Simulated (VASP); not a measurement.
BAs (zincblende type), 2 atoms in the cell. It takes space group F-43m (No. 216, cubic). The conventional cell has a = 4.465 Å, b = 4.465 Å, c = 4.465 Å, α = 90.00°, β = 90.00°, γ = 90.00°. Within 2.6 Å of B (site symmetry -43m) lie 4 As at 1.93 Å. As (site symmetry -43m) has 4 B at 1.93 Å within 2.6 Å.  This cell differs from its parent crystal: volume scaled by 0.8.

- Program: VASP 6.6.1
- Task: single point
- Functional: PBE
- Potentials or basis: VASP PAW PBE potentials, release 64 (B, As)
- Cutoff: 520 eV
- k mesh: 14 × 14 × 14
- Occupations: fermi-dirac, width 0.08 eV
- Spin: no spin polarisation
- Dipole correction: no
- Further INCAR settings: ALGO = Normal; EDIFF = 1e-07; NBANDS = 11

Potentials or basis: VASP PAW PBE potentials, release 64 (B, As).

Launch:

```bash
$ cat potpaw_PBE.64/B/POTCAR potpaw_PBE.64/As/POTCAR > POTCAR
$ mpirun -np 1 vasp_std > vasp.out
```

Hardware: 1 thread of AMD EPYC 7R13 (shared host).

**Question.** How long does it take, and how much memory?

**Answer.** Run time: 49 s on 1 thread of AMD EPYC 7R13 (shared host), peak memory 0.13 GiB. Counts: scf iterations 13, k points 104.
